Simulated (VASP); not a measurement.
Cu: single point with PBEsol

Cu:

```
Cu
1.0
     2.60196    0.00000    0.00000
    -1.30098    2.25336    0.00000
     0.00000    0.00000    4.24941
Cu
2
Direct
  0.33333 0.66667 0.25000
  0.66667 0.33333 0.75000
```

This cell differs from its parent crystal: volume scaled by 1.10, then relaxed in part.

```
Program                : VASP 6.6.1
Task                   : single point
Functional             : PBEsol
Potentials or basis    : VASP PAW PBE potentials, release 64 (Cu_sv_GW)
Cutoff                 : 700 eV
k mesh                 : 18 × 18 × 10
Occupations            : gaussian, width 0.1 eV
Spin                   : no spin polarisation
Dipole correction      : no
Second run             : valence_matched
Further INCAR settings : ALGO = Normal; EDIFF = 1e-06; NBANDS = 26
```

The pressure is -17.1 GPa and the band gap on the k mesh is zero (band 19 reaches 10.64 eV, above the bottom of band 20 at 4.93 eV).

Levels at points of the mesh, in eV from the Fermi level:
| k point | band 15 | band 16 | band 17 | band 18 | band 19 | band 20 | band 21 | band 22 | band 23 | band 24 |
| --- | --- | --- | --- | --- | --- | --- | --- | --- | --- | --- |
| (0.00, 0.00, 0.00) | -2.53 | -2.26 | -2.26 | -1.56 | -1.56 | -0.87 | 3.53 | 20.91 | 20.91 | 20.96 |
| (0.50, 0.00, 0.00) | -2.50 | -1.47 | -1.43 | -1.38 | 0.07 | 1.50 | 7.52 | 7.79 | 10.39 | 10.43 |
| (0.00, 0.00, 0.50) | -2.76 | -2.76 | -1.77 | -1.77 | -1.77 | -1.77 | 12.01 | 12.01 | 21.63 | 21.63 |
| (0.50, 0.00, 0.50) | -1.72 | -1.72 | -1.42 | -1.42 | 0.55 | 0.55 | 4.58 | 4.58 | 15.53 | 15.53 |

It took 79 s on 1 thread of Intel(R) Xeon(R) 6975P-C (Granite Rapids), with other jobs on the host, peak memory 0.34 GiB.

Caveat: the PAW data sets were made with another functional, which shifts forces and pressure a little.
